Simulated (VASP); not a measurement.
Wanted: the native input for a VASP 6.6.1 run.

```yaml
Task: single point
Functional: PBE
Potentials_or_basis: VASP PAW PBE potentials, release 64 (Te, P)
Cutoff: 520 eV
k_mesh: 12 × 12 × 12
Occupations: gaussian, width 0.1 eV
Spin: no spin polarisation
Dipole_correction: no
Further_INCAR_settings: ALGO = Normal; EDIFF = 1e-06; NBANDS = 15
```

The structure of TeP2 lies in POSCAR:

```
TeP2
1.0
    0.0000000000      3.2709857437      3.2709857437
    3.2709857437      0.0000000000      3.2709857437
    3.2709857437      3.2709857437      0.0000000000
Te P
1 2
Direct
    0.0000000000      0.0000000000      0.0000000000
    0.2500000000      0.2500000000      0.2500000000
    0.7500000000      0.7500000000      0.7500000000
```

These files were run (other wordings do the same):

INCAR

```
ALGO = Normal
EDIFF = 1E-6
ENCUT = 520
GGA = PE
ISIF = 2
ISMEAR = 0
LASPH = True
LCHARG = True
LELF = True
LREAL = False
LVHAR = True
LWAVE = False
NBANDS = 15
NELM = 80
PREC = Accurate
SIGMA = 0.1
```

KPOINTS

```
k-points
0
Gamma
  12 12 12
```

Potentials or basis: VASP PAW PBE potentials, release 64 (Te, P).

Command:

```console
$ cat potpaw_PBE.64/Te/POTCAR potpaw_PBE.64/P/POTCAR > POTCAR
$ mpirun -np 1 vasp_std > vasp.out
```

It gave:

- Pressure: -0.1 GPa
- Band gap on the k mesh: zero (band 8 reaches 7.61 eV, above the bottom of band 9 at 3.68 eV)

Caveat: spin-orbit coupling is left out, which moves the levels of the heavy elements.

It took 29 s on 1 thread of Intel(R) Xeon(R) 6975P-C (Granite Rapids), on a shared host, peak memory 0.24 GiB.
